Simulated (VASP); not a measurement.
## Hf2TaN2: single point with PBE

Crystal: Hf2TaN2.

```
CELL_PARAMETERS angstrom
3.40243 0.00000 0.00000
-1.70122 2.94659 0.00000
0.00000 0.00000 8.37667
ATOMIC_POSITIONS crystal
Hf 0.66667 0.33333 0.67420
Hf 0.33333 0.66667 0.32580
Ta 0.00000 0.00000 0.00000
N 0.66667 0.33333 0.38842
N 0.33333 0.66667 0.61158
```

```yaml
Program: VASP 6.6.1
Task: single point
Functional: PBE
Potentials_or_basis: VASP PAW PBE potentials, release 64 (Hf_pv, Ta_pv, N)
Cutoff: 520 eV
k_mesh: 12 × 12 × 6
Occupations: gaussian, width 0.1 eV
Spin: no spin polarisation
```

- Pressure: -0.8 GPa
- Largest force: 0.114 eV/Å

Forces in eV/Å, atoms in the order of the input:
```
Hf   0.000  0.000 -0.114
Hf   0.000  0.000  0.114
Ta   0.000  0.000  0.000
N    0.000  0.000 -0.009
N    0.000  0.000  0.009
```

Levels at points of the mesh, in eV from the Fermi level:
| k point | band 16 | band 17 | band 18 | band 19 | band 20 | band 21 | band 22 | band 23 | band 24 | band 25 |
| --- | --- | --- | --- | --- | --- | --- | --- | --- | --- | --- |
| (0.00, 0.00, 0.00) | -4.55 | -4.55 | -3.28 | -0.74 | 0.64 | 0.67 | 0.67 | 2.20 | 2.20 | 3.13 |
| (0.50, 0.00, 0.00) | -3.24 | -2.33 | -2.29 | -0.64 | -0.52 | -0.42 | 0.75 | 1.09 | 2.99 | 3.19 |
| (0.00, 0.00, 0.50) | -4.56 | -4.56 | -2.33 | -1.18 | 0.23 | 0.70 | 0.70 | 2.14 | 2.14 | 2.85 |
| (0.50, 0.00, 0.50) | -2.71 | -2.29 | -2.17 | -1.63 | -0.46 | 0.21 | 0.69 | 1.12 | 2.91 | 3.51 |

It took 2.2 min on 1 thread of Intel(R) Xeon(R) 6975P-C (Granite Rapids) (shared host), peak memory 0.38 GiB.

Caveat: spin-orbit coupling is left out, which moves the levels of the heavy elements.
